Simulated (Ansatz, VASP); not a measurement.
One calculation of Al8N, two programs

File INCAR:

```
SYSTEM = Al8N
  PREC = Accurate
  ENCUT = 520
  EDIFF = 1E-7
  ISMEAR = 0
  SIGMA = 0.1
  LREAL = .False.
  LASPH = .True.
  NELM = 60
  ALGO = Normal
  ISIF = 2
  LWAVE = .False.
  LCHARG = .False.
  LDIPOL = .True.
  IDIPOL = 3
  DIPOL = 0.5 0.5 0.397
  GGA = PE
  NBANDS = 24
```

File KPOINTS:

```
regular mesh
0
Gamma
  9 9 1
  0 0 0
```

The input POSCAR:

```
Al8N
1.0
    2.8543223330      0.0000000000      0.0000000000
   -1.4271611665      2.4719156510      0.0000000000
    0.0000000000      0.0000000000     33.4760593533
Al N
8 1
Direct
    0.3333333333      0.6666666667      0.1194883770
    0.0000000000      0.0000000000      0.1895622803
    0.6666666667      0.3333333333      0.2596361837
    0.0000000000      0.0000000000      0.3297100869
    0.3333333333      0.6666666667      0.3992195594
    0.0000000000      0.0000000000      0.4696536480
    0.6666666667      0.3333333333      0.5400996810
    0.0000000000      0.0000000000      0.6116627748
    0.5555555556     -0.5555555556      0.6507952183
```

Input for Ansatz:

```yaml
crystal:
  lattice:
    - [2.854322333, 0.0, 0.0]
    - [-1.4271611665, 2.471915651, 0.0]
    - [0.0, 0.0, 33.4760593533]
  atoms:
    - { symbol: Al, position: [0.3333333333, 0.6666666667, 0.119488377] }
    - { symbol: Al, position: [0.0, 0.0, 0.1895622803] }
    - { symbol: Al, position: [0.6666666667, 0.3333333333, 0.2596361837] }
    - { symbol: Al, position: [0.0, 0.0, 0.3297100869] }
    - { symbol: Al, position: [0.3333333333, 0.6666666667, 0.3992195594] }
    - { symbol: Al, position: [0.0, 0.0, 0.469653648] }
    - { symbol: Al, position: [0.6666666667, 0.3333333333, 0.540099681] }
    - { symbol: Al, position: [0.0, 0.0, 0.6116627748] }
    - { symbol: "N", position: [0.5555555556, -0.5555555556, 0.6507952183] }
basis:
  ecutwfc: 420
kpoints:
  mp_grid: { grid: [9, 9, 1] }
hamiltonian:
  xc: pbe
scf:
  occupations: { method: gaussian, width: 0.1 }
output:
  forces: true
  eigenvalues: true
efield:
  axis: 3
  dipole_correction: true
  ramp_width: 0.04
```

Alike in both runs: task single point; functional PBE; k mesh 9 × 9 × 1; occupations gaussian, width 0.1 eV; no spin polarisation.

|  | VASP | Ansatz |
| --- | --- | --- |
| version | VASP 6.6.1 | Ansatz 0.2.0 |
| potentials or method | VASP PAW PBE potentials, release 64 (Al, N), cutoff 520 eV | scalar-relativistic, plane waves, PAW |
| valence electrons in the cell | 29 | 29 |

|  | VASP | Ansatz | Ansatz less VASP |
| --- | --- | --- | --- |
| gap on the k mesh at the Fermi level (eV) | none | none | - |
| rms of the force components (eV/Å) | 0.827 | 0.830 | +0.0030 |

Atom by atom the forces differ by 0.003 eV/Å (rms over components). A gap of «none» marks a metal or a gap that the smearing closes.
